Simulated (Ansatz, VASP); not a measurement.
## One calculation of KI, two programs

The input POSCAR:

```
KI
1.0
    0.0000000000      3.5442847980      3.5442847980
    3.5442847980      0.0000000000      3.5442847980
    3.5442847980      3.5442847980      0.0000000000
K I
1 1
Direct
    0.0000000000      0.0000000000      0.0000000000
    0.5000000000      0.5000000000      0.5000000000
```

File INCAR.step1:

```
ALGO = Normal
EDIFF = 1E-5
ENCUT = 520
GGA = PE
ISIF = 2
ISMEAR = 0
LASPH = True
LCHARG = False
LREAL = False
LWAVE = True
NBANDS = 15
NELM = 60
PREC = Accurate
SIGMA = 0.01
```

INCAR.step2

```
ALGO = Normal
EDIFF = 1E-7
ENCUT = 520
GGA = PE
HFSCREEN = 0.2079
ISIF = 2
ISMEAR = 0
ISTART = 1
LASPH = True
LCHARG = False
LHFCALC = True
LREAL = False
LWAVE = False
NBANDS = 15
NELM = 60
PREC = Accurate
PRECFOCK = Normal
SIGMA = 0.01
```

Contents of KPOINTS:

```
k-points
0
Gamma
  4 4 4
```

Input for Ansatz:

```yaml
crystal:
  lattice:
    - [0.0, 3.544284798, 3.544284798]
    - [3.544284798, 0.0, 3.544284798]
    - [3.544284798, 3.544284798, 0.0]
  atoms:
    - { symbol: K, position: [0.0, 0.0, 0.0] }
    - { symbol: I, position: [0.5, 0.5, 0.5] }
kpoints:
  mp_grid: { grid: [4, 4, 4] }
  band_path:
    path:
      - [0.0, 0.0, 0.0]
      - [0.5, 0.0, 0.5]
      - [0.625, 0.25, 0.625]
      - [0.375, 0.375, 0.75]
      - [0.5, 0.5, 0.5]
      - [0.5, 0.25, 0.75]
    npoints: 1
hamiltonian:
  xc: hse06
scf:
  occupations: { method: fixed }
  n_extra_bands: 4
output:
  forces: true
  stress: true
  eigenvalues: true
```

Alike in both runs: task single point; functional HSE06; k mesh 4 × 4 × 4; no spin polarisation.

```csv
,VASP,Ansatz
version,VASP 6.6.1,Ansatz 0.2.0
potentials or method,"VASP PAW PBE potentials, release 64 (K_sv, I)","plane waves, PAW"
plane-wave cutoff (eV),520,420
occupations,"gaussian, width 0.01 eV",fixed
valence electrons in the cell,16,26
```

VASP gave:

| Item | Value |
| --- | --- |
| gap on the k mesh at the Fermi level (eV) | 4.93 |
| pressure (GPa) | 0.3 |

Q: Which values does Ansatz return?

A: gap on the k mesh at the Fermi level (eV): 4.94; pressure (GPa): 0.3.

VASP's potentials hold 16 valence electrons a cell and Ansatz's 26, so a difference there can come from the potentials and not from the codes. Ansatz's warnings: stress exchange threshold loose, stress scf threshold loose.

Neither program's run includes spin-orbit coupling.
